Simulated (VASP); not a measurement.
# Ga2N2H10 in VASP: single point with PBE

Aim: the single point of Ga2N2H10 with PBE.

All numbers are computed with VASP 6.6.1; they aren't measurements. Logs are shortened: lines on timing, memory, paths and dates and some standing lists are left out, and cuts for length are marked.

### 1 The cell of the first run

The cell holds a cluster in a box, 14 atoms: a = 12.900 Å, b = 11.800 Å, c = 12.700 Å, α = 90.00°, β = 90.00°, γ = 90.00°.

### 2 Single point, PBE

File INCAR:

```
SYSTEM = GaH5N
ALGO     = Normal         ! electronic algorithm
EDIFF    = 1E-6           ! SCF threshold, eV
ENCUT    = 520            ! plane-wave cutoff, eV
GGA      = PE             ! functional
ISIF     = 2              ! what is computed and relaxed
ISMEAR   = 0              ! smearing method
LASPH    = .TRUE.         ! aspherical terms in the spheres
LCHARG   = .FALSE.        ! write CHGCAR
LREAL    = .FALSE.        ! projectors in reciprocal space
LWAVE    = .FALSE.        ! write WAVECAR
NBANDS   = 36             ! bands
NELM     = 100            ! most SCF steps
PREC     = Accurate       ! precision mode
SIGMA    = 0.05           ! smearing width, eV
```

File KPOINTS:

```
k-points
0
G
  1 1 1
  0 0 0
```

File POSCAR:

```
GaH5N
1.0
   12.9000000000      0.0000000000      0.0000000000
    0.0000000000     11.8000000000      0.0000000000
    0.0000000000      0.0000000000     12.7000000000
Ga N H
2 2 10
Direct
    0.4271832980      0.5283400135      0.3986224174
    0.6011403879      0.4921183350      0.6085785032
    0.5468334686      0.5865337589      0.4802669156
    0.3856406802      0.3928115949      0.4972949812
    0.4645983446      0.4688738483      0.2957022839
    0.3320117809      0.6093937344      0.4099603768
    0.5310637372      0.6662756708      0.5073415279
    0.6090120419      0.5956498186      0.4310623068
    0.4939780470      0.4657154673      0.6684929455
    0.6751287664      0.5762840772      0.6676055155
    0.6461652165      0.3840859036      0.5511466664
    0.4186643681      0.4084574800      0.5707967028
    0.3072207657      0.3854221461      0.5062975198
    0.4136648418      0.3167617200      0.4713649273
```

Potentials or basis: VASP PAW PBE potentials, release 64 (Ga_d, N, H).

Run with:

```sh
> cat potpaw_PBE.64/Ga_d/POTCAR potpaw_PBE.64/N/POTCAR potpaw_PBE.64/H/POTCAR > POTCAR
> mpirun -np 1 vasp_gam > vasp.out
```

OUTCAR:

```text
SYSTEM = GaH5N
   EDIFF = 1E-6
   ENCUT = 520
   GGA = PE
   ISIF = 2
   ISMEAR = 0
   LASPH = .TRUE.
   LREAL = .FALSE.
   NELM = 100
   PREC = Accurate

 ion  position               nearest neighbor table
   1  0.427  0.528  0.399-   5 1.56   6 1.56   3 1.98   4 2.10
   2  0.601  0.492  0.609-  10 1.57  11 1.58   9 1.61   3 2.09
   3  0.547  0.587  0.480-   7 1.02   8 1.02   1 1.98   2 2.09
   4  0.386  0.393  0.497-  13 1.02  14 1.02  12 1.04   1 2.10
   5  0.465  0.469  0.296-   1 1.56
   6  0.332  0.609  0.410-   1 1.56
   7  0.531  0.666  0.507-   3 1.02
   8  0.609  0.596  0.431-   3 1.02
   9  0.494  0.466  0.668-   2 1.61
  10  0.675  0.576  0.668-   2 1.57
  11  0.646  0.384  0.551-   2 1.58
  12  0.419  0.408  0.571-   4 1.04
  13  0.307  0.385  0.506-   4 1.02
  14  0.414  0.317  0.471-   4 1.02

  LATTYP: Found a simple orthorhombic cell.
 ALAT       =    11.8000000000
 B/A-ratio  =     1.0762711864
 C/A-ratio  =     1.0932203390

  Lattice vectors:

 A1 = (   0.0000000000,  11.8000000000,   0.0000000000)
 A2 = (   0.0000000000,   0.0000000000,  12.7000000000)
 A3 = (  12.9000000000,   0.0000000000,   0.0000000000)

Analysis of symmetry for initial positions (statically):
=====================================================================
 Subroutine PRICEL returns:
 Original cell was already a primitive cell.

 Routine SETGRP: Setting up the symmetry group for a
 simple orthorhombic supercell.

 Subroutine GETGRP returns: Found  1 space group operations
 (whereof  1 operations were pure point group operations)
 out of a pool of  8 trial point group operations.

The static configuration has the point symmetry C_1 .

Analysis of symmetry for dynamics (positions and initial velocities):
=====================================================================
 Subroutine PRICEL returns:
 Original cell was already a primitive cell.

 Routine SETGRP: Setting up the symmetry group for a
 simple orthorhombic supercell.

 Subroutine GETGRP returns: Found  1 space group operations
 (whereof  1 operations were pure point group operations)
 out of a pool of  8 trial point group operations.

The dynamic configuration has the point symmetry C_1 .

 Subroutine INISYM returns: Found  1 space group operations
 (whereof  1 operations are pure point group operations),
 and found     1 'primitive' translations

----------------------------------------------------------------------------------------

                                     Primitive cell

  volume of cell :    1933.1940

  direct lattice vectors                    reciprocal lattice vectors
    12.900000000  0.000000000  0.000000000     0.077519380  0.000000000  0.000000000
     0.000000000 11.800000000  0.000000000     0.000000000  0.084745763  0.000000000
     0.000000000  0.000000000 12.700000000     0.000000000  0.000000000  0.078740157

  length of vectors
    12.900000000 11.800000000 12.700000000     0.077519380  0.084745763  0.078740157

  position of ions in fractional coordinates (direct lattice)
     0.427183298  0.528340013  0.398622417
     0.601140388  0.492118335  0.608578503
     0.546833469  0.586533759  0.480266916
     0.385640680  0.392811595  0.497294981
     0.464598345  0.468873848  0.295702284
     0.332011781  0.609393734  0.409960377
     0.531063737  0.666275671  0.507341528
     0.609012042  0.595649819  0.431062307
     0.493978047  0.465715467  0.668492945
     0.675128766  0.576284077  0.667605515
     0.646165217  0.384085904  0.551146666
     0.418664368  0.408457480  0.570796703
     0.307220766  0.385422146  0.506297520
     0.413664842  0.316761720  0.471364927

  ion indices of the primitive-cell ions
   primitive index   ion index
                 1           1
                 2           2
                 3           3
                 4           4
                 5           5
                 6           6
                 7           7
                 8           8
                 9           9
                10          10
                11          11
                12          12
                13          13
                14          14

----------------------------------------------------------------------------------------

 KPOINTS: k-points

Automatic generation of k-mesh.
 Grid dimensions read from file:
 generate k-points for:    1    1    1

 Generating k-lattice:

  Cartesian coordinates                     Fractional coordinates (reciprocal lattice)
     0.077519380  0.000000000  0.000000000     1.000000000  0.000000000  0.000000000
     0.000000000  0.084745763  0.000000000     0.000000000  1.000000000  0.000000000
     0.000000000  0.000000000  0.078740157     0.000000000  0.000000000  1.000000000

  Length of vectors
     0.077519380  0.084745763  0.078740157

  Shift w.r.t. Gamma in fractional coordinates (k-lattice)
     0.000000000  0.000000000  0.000000000

 Subroutine IBZKPT returns following result:
 ===========================================

 Found      1 irreducible k-points:

 Following reciprocal coordinates:
            Coordinates               Weight
  0.000000  0.000000  0.000000      1.000000
   k-points           NKPTS =      1   k-points in BZ     NKDIM =      1   number of bands    NBANDS=     36
   number of dos      NEDOS =    301   number of ions     NIONS =     14
   total plane-waves  NPLWV = 829440
   dimension x,y,z NGX =    96 NGY =   90 NGZ =   96
   dimension x,y,z NGXF=   192 NGYF=  180 NGZF=  192
   ions per type =               2   2  10
   NGX,Y,Z   is equivalent  to a cutoff of  12.37, 12.68, 12.57 a.u.
   NGXF,Y,Z  is equivalent  to a cutoff of  24.74, 25.36, 25.13 a.u.
 SYSTEM =  GaH5N
   PREC   = accura    normal or accurate (medium, high low for compatibility)
   ISTART =      0    job   : 0-new  1-cont  2-samecut
   ICHARG =      2    charge: 1-file 2-atom 10-const
   ISPIN  =      1    spin polarized calculation?
   LNONCOLLINEAR =      F non collinear calculations
   LSORBIT =      F    spin-orbit coupling
   LASPH  =      T    aspherical Exc in radial PAW
   ENCUT  =  520.0 eV  38.22 Ry    6.18 a.u.  23.99 21.94 23.61*2*pi/ulx,y,z
   NELM   =    100;   NELMIN=  2; NELMDL= -5     # of ELM steps
   EDIFF  = 0.1E-05   stopping-criterion for ELM
   LREAL  =      F    real-space projection
   EDIFFG = 0.1E-04   stopping-criterion for IOM
   NSW    =      0    number of steps for IOM
   IBRION =     -1    ionic relax: 0-MD 1-quasi-New 2-CG
   NFREE  =      0    steps in history (QN), initial steepest desc. (CG)
   ISIF   =      2    stress and relaxation
   ISYM   =      2    0-nonsym 1-usesym 2-fastsym
   POTIM  = 0.5000    time-step for ionic-motion
   TEBEG  =    0.0;   TEEND  =   0.0 temperature during run
   PSTRESS=    0.0 pullay stress
   NELECT =      46.0000    total number of electrons
   NUPDOWN=      -1.0000    fix difference up-down
   EMIN   =  10.00;   EMAX   =-10.00  energy-range for DOS
   EFERMI =   0.00;   METHOD = LEGACY
   ISMEAR =     0;   SIGMA  =   0.05  broadening in eV -4-tet -1-fermi 0-gaus
   EFERMI_NEDOS =   21; number of points for ismear=-14 and -15
   IALGO  =     38    algorithm
   IMIX   =      4    mixing-type and parameters
     AMIX     =   0.40;   BMIX     =  1.00
     AMIX_MAG =   1.60;   BMIX_MAG =  1.00
  volume/ion in A,a.u.               =     138.09       931.85
  Fermi-wavevector in a.u.,A,eV,Ry     =   0.470871  0.889818  3.016682  0.221720
  Thomas-Fermi vector in A             =   1.463205
   LORBIT       =      0    0 simple, 1 ext, 2 COOP (PROOUT), +10 PAW based schemes
   GGA     = PE    functional components
   LHFCALC =     F    Hartree Fock is set to
   AEXX    =    0.0000 exact exchange contribution
   IVDW    =     0    specifies the selected vdW correction
   LEPSILON=     F    determine dielectric tensor
   LRPA    =     F    only Hartree local field effects (RPA)
 non-spin polarized calculation
 Gauss-broadening in eV      SIGMA  =   0.05
  energy-cutoff  :      520.00
  volume of cell :     1933.19
 maximum number of plane-waves:     26002
 NGX is ok and might be reduce to    96
   NGX = 47   NGY = 43   NGZ = 47

 number of electron      46.0000004 magnetization

 Free energy of the ion-electron system (eV)
  ---------------------------------------------------
  ext. energy  EPLUGINS =         0.00000000
  ---------------------------------------------------
  free energy    TOTEN  =       -58.07049679 eV

  energy without entropy =      -58.07049679  energy(sigma->0) =      -58.07049679

 E-fermi :  -5.7029     XC(G=0):  -1.0951

 val. band max:       -5.9760625696   @ k =   0.0000   0.0000   0.0000
 cond. band min:      -0.9923995515   @ k =   0.0000   0.0000   0.0000
 fundamental gap:      4.9836630181
 Fermi energy:        -5.7029351801

 k-point     1 :       0.0000    0.0000    0.0000
  band No.  band energies     occupation
      1     -22.8304      2.00000
      2     -21.1406      2.00000
      3     -18.3949      2.00000
      4     -18.3285      2.00000
      5     -18.3152      2.00000
      6     -18.2509      2.00000
[... 27 lines left out ...]
     34       1.1428      0.00000
     35       1.2937      0.00000
 [bands above 35 left out]

------------------------ aborting loop because EDIFF is reached ----------------------------------------

  FORCE on cell =-STRESS in cart. coord.  units (eV):
  Direction    XX          YY          ZZ          XY          YZ          ZX
  --------------------------------------------------------------------------------------
  -------------------------------------------------------------------------------------
  Total       -0.2463754     -0.2031799     -0.1900533      0.0085062     -0.0469069      0.0121725
  in kB       -0.2041891     -0.1683899     -0.1575109      0.0070497     -0.0388751      0.0100883
  external PRESSURE =      -0.1766966 kB  Pullay stress =       0.0000000 kB

 VOLUME and BASIS-vectors are now :
 -----------------------------------------------------------------------------
  energy-cutoff  :      520.00
  volume of cell :     1933.19
      direct lattice vectors                 reciprocal lattice vectors
    12.900000000  0.000000000  0.000000000     0.077519380  0.000000000  0.000000000
     0.000000000 11.800000000  0.000000000     0.000000000  0.084745763  0.000000000
     0.000000000  0.000000000 12.700000000     0.000000000  0.000000000  0.078740157

 POSITION                                       TOTAL-FORCE (eV/Angst)
 -----------------------------------------------------------------------------------
      5.51066      6.23441      5.06250        -0.010838      0.012943     -0.030732
      7.75471      5.80700      7.72895         0.006152     -0.005326      0.002892
      7.05415      6.92110      6.09939         0.009299      0.012914     -0.001041
      4.97476      4.63518      6.31565        -0.027072     -0.061288      0.032012
      5.99332      5.53271      3.75542        -0.006998      0.011221      0.019434
      4.28295      7.19085      5.20650         0.017883     -0.011537     -0.000918
      6.85072      7.86205      6.44324        -0.008971      0.003016      0.008396
      7.85626      7.02867      5.47449         0.005329     -0.011817     -0.006492
      6.37232      5.49544      8.48986         0.015130      0.002364     -0.002275
      8.70916      6.80015      8.47859        -0.011706     -0.016285     -0.010362
      8.33553      4.53221      6.99956        -0.009061      0.014514      0.011309
      5.40077      4.81980      7.24912        -0.000942      0.009939     -0.013867
      3.96315      4.54798      6.42998         0.021593      0.011423     -0.008202
      5.33628      3.73779      5.98633         0.000202      0.027919     -0.000155
 -----------------------------------------------------------------------------------
    total drift:                               -0.000760      0.000074     -0.000164

  FREE ENERGIE OF THE ION-ELECTRON SYSTEM (eV)
  ---------------------------------------------------
  free  energy   TOTEN  =       -58.0704967901 eV

  energy  without entropy=      -58.0704967901  energy(sigma->0) =      -58.07049679
```

Wall time 10 min (1 thread of Intel Xeon 8259CL, shared host); peak memory 1.4 GiB.

What came out:

```yaml
Free_energy: -58.0705 eV
Largest_force: 0.074 eV/Å
Gap_between_the_frontier_levels: 4.98 eV
```

Forces in eV/Å, atoms in the order of the input:
```
Ga  -0.011  0.013 -0.031
Ga   0.006 -0.005  0.003
N    0.009  0.013 -0.001
N   -0.027 -0.061  0.032
H   -0.007  0.011  0.019
H    0.018 -0.012 -0.001
H   -0.009  0.003  0.008
H    0.005 -0.012 -0.006
H    0.015  0.002 -0.002
H   -0.012 -0.016 -0.010
H   -0.009  0.015  0.011
H   -0.001  0.010 -0.014
H    0.022  0.011 -0.008
H    0.000  0.028  0.000
```

Levels at points of the mesh, in eV from the valence-band top:
```csv
k point,band 20,band 21,band 22,band 23,band 24,band 25,band 26,band 27
"(0.00, 0.00, 0.00)",-0.83,-0.74,-0.04,0.00,4.98,5.31,6.03,6.31
```
